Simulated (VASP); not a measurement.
# InP (F-43m) in VASP: single point with PBEsol

Aim: the single point of InP with PBEsol.

Everything below comes from runs of VASP 6.6.1. Logs are shortened: lines on timing, memory, paths and dates and some standing lists are left out, and cuts for length are marked.

## Step 1: The cell of the first run

The structure is cubic, space group F-43m (No. 216). Conventional cell: a = 5.861 Å, b = 5.861 Å, c = 5.861 Å, α = 90.00°, β = 90.00°, γ = 90.00°. Within 3.3 Å of In (site symmetry -43m) lie 4 P at 2.54 Å. P (site symmetry -43m) has 4 In at 2.54 Å within 3.3 Å.

## Step 2: Single point, PBEsol

Contents of INCAR:

```
PREC = Accurate ; ENCUT = 500
EDIFF = 1E-6 ; ISMEAR = 0
SIGMA = 0.01 ; LREAL = F
LASPH = T ; NELM = 120
ALGO = Normal ; ISIF = 2
LWAVE = F ; LCHARG = F
GGA = PS ; NBANDS = 86
GGA_COMPAT = F
```

Contents of KPOINTS:

```
Automatic mesh
0
Gamma
  2 2 2
```

Contents of POSCAR:

```
InP
1.0
    8.2887060000      0.0000000000      0.0000000000
    4.1443530000      7.1782299605      0.0000000000
    4.1443530000      2.3927433202      6.7677001093
In P
8 8
Direct
    0.0000000000      0.0000000000      0.0000000000
    0.0000000000      0.0000000000      0.5000000000
    0.0000000000      0.5000000000      0.0000000000
    0.0000000000      0.5000000000      0.5000000000
    0.5000000000      0.0000000000      0.0000000000
    0.5000000000      0.0000000000      0.5000000000
    0.5000000000      0.5000000000      0.0000000000
    0.5000000000      0.5000000000      0.5000000000
    0.1250000000      0.1250000000      0.1250000000
    0.1250000000      0.1250000000      0.6250000000
    0.1250000000      0.6250000000      0.1250000000
    0.1250000000      0.6250000000      0.6250000000
    0.6250000000      0.1250000000      0.1250000000
    0.6250000000      0.1250000000      0.6250000000
    0.6250000000      0.6250000000      0.1250000000
    0.6250000000      0.6250000000      0.6250000000
```

Potentials or basis: VASP PAW PBE potentials, release 64 (In_d, P).

Started as:

```
> cat potpaw_PBE.64/In_d/POTCAR potpaw_PBE.64/P/POTCAR > POTCAR
> mpirun -np 1 vasp_std > vasp.out
```

OUTCAR:

```text
PREC = Accurate
   ENCUT = 500
   EDIFF = 1E-6
   ISMEAR = 0
   LREAL = F
   LASPH = T
   NELM = 120
   ISIF = 2
   GGA = PS

 ion  position               nearest neighbor table
   1  0.000  0.000  0.000-  10 2.54  11 2.54   9 2.54  13 2.54
   2  0.000  0.000  0.500-   9 2.54  12 2.54  10 2.54  14 2.54
   3  0.000  0.500  0.000-  12 2.54   9 2.54  11 2.54  15 2.54
   4  0.000  0.500  0.500-  11 2.54  10 2.54  12 2.54  16 2.54
   5  0.500  0.000  0.000-  14 2.54  15 2.54  13 2.54   9 2.54
   6  0.500  0.000  0.500-  13 2.54  16 2.54  14 2.54  10 2.54
[... 8 lines left out ...]
  15  0.625  0.625  0.125-   8 2.54   5 2.54   7 2.54   3 2.54
  16  0.625  0.625  0.625-   7 2.54   6 2.54   8 2.54   4 2.54

  LATTYP: Found a face centered cubic cell.
 ALAT       =    11.7220004397

  Lattice vectors:

 A1 = (   8.2887060000,   0.0000000000,   0.0000000000)
 A2 = (   4.1443530000,   7.1782299605,   0.0000000000)
 A3 = (   4.1443530000,   2.3927433202,   6.7677001093)

Analysis of symmetry for initial positions (statically):
=====================================================================
 Subroutine PRICEL returns following result:

  LATTYP: Found a face centered cubic cell.
 ALAT       =     5.8610002199

  Lattice vectors:

 A1 = (   4.1443530000,   0.0000000000,   0.0000000000)
 A2 = (   2.0721765000,   3.5891149803,   0.0000000000)
 A3 = (   2.0721765000,   1.1963716601,   3.3838500547)

   8 primitive cells build up your supercell.

 Routine SETGRP: Setting up the symmetry group for a
 face centered cubic supercell.

 Subroutine GETGRP returns: Found 24 space group operations
 (whereof 24 operations were pure point group operations)
 out of a pool of 48 trial point group operations.

The static configuration has the point symmetry T_d .

Analysis of symmetry for dynamics (positions and initial velocities):
=====================================================================
 Subroutine PRICEL returns following result:

  LATTYP: Found a face centered cubic cell.
 ALAT       =     5.8610002199

  Lattice vectors:

 A1 = (   4.1443530000,   0.0000000000,   0.0000000000)
 A2 = (   2.0721765000,   3.5891149803,   0.0000000000)
 A3 = (   2.0721765000,   1.1963716601,   3.3838500547)

   8 primitive cells build up your supercell.

 Routine SETGRP: Setting up the symmetry group for a
 face centered cubic supercell.

 Subroutine GETGRP returns: Found 24 space group operations
 (whereof 24 operations were pure point group operations)
 out of a pool of 48 trial point group operations.

The dynamic configuration has the point symmetry T_d .

 Subroutine INISYM returns: Found 24 space group operations
 (whereof 24 operations are pure point group operations),
 and found     8 'primitive' translations

----------------------------------------------------------------------------------------

                                     Primitive cell

  volume of cell :      50.3333

  direct lattice vectors                    reciprocal lattice vectors
     4.144353000  0.000000000  0.000000000     0.241292187 -0.139310109 -0.098507123
     2.072176500  3.589114980  0.000000000     0.000000000  0.278620218 -0.098507123
     2.072176500  1.196371660  3.383850055     0.000000000  0.000000000  0.295521369

  length of vectors
     4.144353000  4.144353000  4.144353000     0.295521369  0.295521369  0.295521369

  position of ions in fractional coordinates (direct lattice)
     0.000000000  0.000000000  0.000000000
     0.250000000  0.250000000  0.250000000

  ion indices of the primitive-cell ions
   primitive index   ion index
                 1           1
                 2           9

----------------------------------------------------------------------------------------

 KPOINTS: Automatic mesh

Automatic generation of k-mesh.
 Grid dimensions read from file:
 generate k-points for:    2    2    2

 Generating k-lattice:

  Cartesian coordinates                     Fractional coordinates (reciprocal lattice)
     0.060323047 -0.034827527 -0.024626781     0.500000000  0.000000000 -0.000000000
     0.000000000  0.069655055 -0.024626781     0.000000000  0.500000000  0.000000000
     0.000000000  0.000000000  0.073880342     0.000000000  0.000000000  0.500000000

  Length of vectors
     0.073880342  0.073880342  0.073880342

  Shift w.r.t. Gamma in fractional coordinates (k-lattice)
     0.000000000  0.000000000  0.000000000

 Subroutine IBZKPT returns following result:
 ===========================================

 Found      3 irreducible k-points:

 Following reciprocal coordinates:
            Coordinates               Weight
  0.000000  0.000000  0.000000      1.000000
  0.500000  0.000000 -0.000000      4.000000
  0.500000  0.500000  0.000000      3.000000
   k-points           NKPTS =      3   k-points in BZ     NKDIM =      3   number of bands    NBANDS=     86
   number of dos      NEDOS =    301   number of ions     NIONS =     16
   total plane-waves  NPLWV = 216000
   dimension x,y,z NGX =    60 NGY =   60 NGZ =   60
   dimension x,y,z NGXF=   120 NGYF=  120 NGZF=  120
   ions per type =               8   8
   NGX,Y,Z   is equivalent  to a cutoff of  12.03, 12.03, 12.03 a.u.
   NGXF,Y,Z  is equivalent  to a cutoff of  24.07, 24.07, 24.07 a.u.
 SYSTEM =  unknown system
   PREC   = accura    normal or accurate (medium, high low for compatibility)
   ISTART =      0    job   : 0-new  1-cont  2-samecut
   ICHARG =      2    charge: 1-file 2-atom 10-const
   ISPIN  =      1    spin polarized calculation?
   LNONCOLLINEAR =      F non collinear calculations
   LSORBIT =      F    spin-orbit coupling
   LASPH  =      T    aspherical Exc in radial PAW
   ENCUT  =  500.0 eV  36.75 Ry    6.06 a.u.  15.11 15.11 15.11*2*pi/ulx,y,z
   NELM   =    120;   NELMIN=  2; NELMDL= -5     # of ELM steps
   EDIFF  = 0.1E-05   stopping-criterion for ELM
   LREAL  =      F    real-space projection
   EDIFFG = 0.1E-04   stopping-criterion for IOM
   NSW    =      0    number of steps for IOM
   IBRION =     -1    ionic relax: 0-MD 1-quasi-New 2-CG
   NFREE  =      0    steps in history (QN), initial steepest desc. (CG)
   ISIF   =      2    stress and relaxation
   ISYM   =      2    0-nonsym 1-usesym 2-fastsym
   POTIM  = 0.5000    time-step for ionic-motion
   TEBEG  =    0.0;   TEEND  =   0.0 temperature during run
   PSTRESS=    0.0 pullay stress
   NELECT =     144.0000    total number of electrons
   NUPDOWN=      -1.0000    fix difference up-down
   EMIN   =  10.00;   EMAX   =-10.00  energy-range for DOS
   EFERMI =   0.00;   METHOD = LEGACY
   ISMEAR =     0;   SIGMA  =   0.01  broadening in eV -4-tet -1-fermi 0-gaus
   EFERMI_NEDOS =   21; number of points for ismear=-14 and -15
   IALGO  =     38    algorithm
   IMIX   =      4    mixing-type and parameters
     AMIX     =   0.40;   BMIX     =  1.00
     AMIX_MAG =   1.60;   BMIX_MAG =  1.00
  volume/ion in A,a.u.               =      25.17       169.83
  Fermi-wavevector in a.u.,A,eV,Ry     =   1.162021  2.195901 18.371845  1.350292
  Thomas-Fermi vector in A             =   2.298587
   LORBIT       =      0    0 simple, 1 ext, 2 COOP (PROOUT), +10 PAW based schemes
   GGA     = PS    functional components
   LHFCALC =     F    Hartree Fock is set to
   AEXX    =    0.0000 exact exchange contribution
   IVDW    =     0    specifies the selected vdW correction
   LEPSILON=     F    determine dielectric tensor
   LRPA    =     F    only Hartree local field effects (RPA)
 non-spin polarized calculation
 Gauss-broadening in eV      SIGMA  =   0.01
  energy-cutoff  :      500.00
  volume of cell :      402.67
 maximum number of plane-waves:     10272
   NGX = 31   NGY = 31   NGZ = 31

 number of electron     144.0000071 magnetization

 Free energy of the ion-electron system (eV)
  ---------------------------------------------------
  ext. energy  EPLUGINS =         0.00000000
  ---------------------------------------------------
  free energy    TOTEN  =       -72.30145454 eV

  energy without entropy =      -72.30145454  energy(sigma->0) =      -72.30145454

 E-fermi :   5.1879     XC(G=0):  -9.4611

 val. band max:        5.1394857177   @ k =   0.0000   0.0000   0.0000
 cond. band min:       5.7377126862   @ k =   0.0000   0.0000   0.0000
 fundamental gap:      0.5982269685
 Fermi energy:         5.1879168493

 k-point     1 :       0.0000    0.0000    0.0000
  band No.  band energies     occupation
      1      -9.2460      2.00000
      2      -9.2460      2.00000
      3      -9.2460      2.00000
      4      -9.1798      2.00000
      5      -9.1798      2.00000
      6      -9.1798      2.00000
[... 76 lines left out ...]
     83       7.2797      0.00000
     84       9.1210      0.00000

 k-point     2 :       0.5000    0.0000   -0.0000
  band No.  band energies     occupation
      1      -9.2027      2.00000
      2      -9.2027      2.00000
      3      -9.2027      2.00000
      4      -9.2027      2.00000
      5      -9.2027      2.00000
      6      -9.2027      2.00000
[... 76 lines left out ...]
     83       9.4357      0.00000
     84       9.4357      0.00000

 k-point     3 :       0.5000    0.5000    0.0000
  band No.  band energies     occupation
      1      -9.2117      2.00000
      2      -9.2117      2.00000
      3      -9.1738      2.00000
      4      -9.1738      2.00000
      5      -9.1738      2.00000
      6      -9.1738      2.00000
[... 76 lines left out ...]
     83       9.4659      0.00000
     84       9.4659      0.00000
 [bands above 84 left out]

------------------------ aborting loop because EDIFF is reached ----------------------------------------

  FORCE on cell =-STRESS in cart. coord.  units (eV):
  Direction    XX          YY          ZZ          XY          YZ          ZX
  --------------------------------------------------------------------------------------
  -------------------------------------------------------------------------------------
  Total        2.0071868      2.0071868      2.0071868      0.0000000      0.0000000     -0.0000000
  in kB        7.9864387      7.9864387      7.9864387      0.0000000      0.0000000     -0.0000000
  external PRESSURE =       7.9864387 kB  Pullay stress =       0.0000000 kB

 VOLUME and BASIS-vectors are now :
 -----------------------------------------------------------------------------
  energy-cutoff  :      500.00
  volume of cell :      402.67
      direct lattice vectors                 reciprocal lattice vectors
     8.288706000  0.000000000  0.000000000     0.120646094 -0.069655055 -0.049253561
     4.144353000  7.178229961  0.000000000     0.000000000  0.139310109 -0.049253561
     4.144353000  2.392743320  6.767700109     0.000000000  0.000000000  0.147760684

 POSITION                                       TOTAL-FORCE (eV/Angst)
 -----------------------------------------------------------------------------------
      0.00000      0.00000      0.00000        -0.000000     -0.000000      0.000000
      2.07218      1.19637      3.38385        -0.000000     -0.000000      0.000000
      2.07218      3.58911      0.00000        -0.000000     -0.000000      0.000000
      4.14435      4.78549      3.38385        -0.000000     -0.000000      0.000000
      4.14435      0.00000      0.00000        -0.000000      0.000000      0.000000
      6.21653      1.19637      3.38385        -0.000000     -0.000000      0.000000
[... 8 lines left out ...]
      8.28871      4.78549      0.84596         0.000000      0.000000      0.000000
     10.36088      5.98186      4.22981         0.000000     -0.000000     -0.000000
 -----------------------------------------------------------------------------------
    total drift:                                0.000001      0.000000      0.000001

  FREE ENERGIE OF THE ION-ELECTRON SYSTEM (eV)
  ---------------------------------------------------
  free  energy   TOTEN  =       -72.3014545446 eV

  energy  without entropy=      -72.3014545446  energy(sigma->0) =      -72.30145454
```

Wall time 4.9 min (1 thread of Intel Xeon Platinum 8259CL at 2.50GHz (Skylake/Cascade Lake), shared host); peak memory 0.52 GiB.

Results:

* Free energy: -72.3015 eV
* Pressure: 0.8 GPa
* Band gap on the k mesh: 0.60 eV

Caveat: the k points lie up to 0.46 Å⁻¹ apart; semilocal functionals underestimate gaps, and a narrow one can read as zero; the PAW data sets were made with another functional, which shifts forces and pressure a little; spin-orbit coupling is left out, which moves the levels of the heavy elements.
